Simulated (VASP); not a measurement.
Write the native input for VASP 6.6.1 that does the following.

* Task: single point
* Functional: PBE
* Potentials or basis: VASP PAW PBE potentials, release 64 (Si, Ge_d)
* Cutoff: 520 eV
* k mesh: 5 × 5 × 2
* Occupations: gaussian, width 0.2 eV
* Spin: no spin polarisation
* Dipole correction: no
* Further INCAR settings: ALGO = Normal; EDIFF = 1e-06; NBANDS = 41

The structure of SiGe2 lies in POSCAR:

```
SiGe2
1.0
    4.0088815541      0.0000000000      0.0000000000
   -2.0044407770      3.4717932666      0.0000000000
    0.0000000000      0.0000000000      9.7469674848
Si Ge
2 4
Direct
    0.0000000000      0.0000000000      0.1209979179
    0.0000000000      0.0000000000      0.8790020821
    0.6666666667      0.3333333333      0.2017958706
    0.6666666667      0.3333333333      0.4569777796
    0.3333333333      0.6666666667      0.7982041294
    0.3333333333      0.6666666667      0.5430222204
```

The input as run:

INCAR

```
PREC     = Accurate       # precision mode
ENCUT    = 520            # plane-wave cutoff, eV
EDIFF    = 1E-6           # SCF threshold, eV
ISMEAR   = 0              # smearing method
SIGMA    = 0.2            # smearing width, eV
LREAL    = False          # projectors in reciprocal space
LASPH    = True           # aspherical terms in the spheres
NELM     = 100            # most SCF steps
ALGO     = Normal         # electronic algorithm
ISIF     = 2              # what is computed and relaxed
LWAVE    = False          # write WAVECAR
LCHARG   = False          # write CHGCAR
GGA      = PE             # functional
NBANDS   = 41             # bands
```

KPOINTS

```
Automatic mesh
0
Gamma
  5 5 2
```

Potentials or basis: VASP PAW PBE potentials, release 64 (Si, Ge_d).

Run with:

```bash
$ cat potpaw_PBE.64/Si/POTCAR potpaw_PBE.64/Ge_d/POTCAR > POTCAR
$ mpirun -np 1 vasp_std > vasp.out
```

Results of the run:

```
Pressure               : -0.2 GPa
Largest force          : 0.044 eV/Å
Band gap on the k mesh : 0.40 eV (least direct gap 0.52 eV)
```

It took 29 s on 1 thread of Intel(R) Xeon(R) 6975P-C (Granite Rapids), with other jobs on the host, peak memory 0.25 GiB.
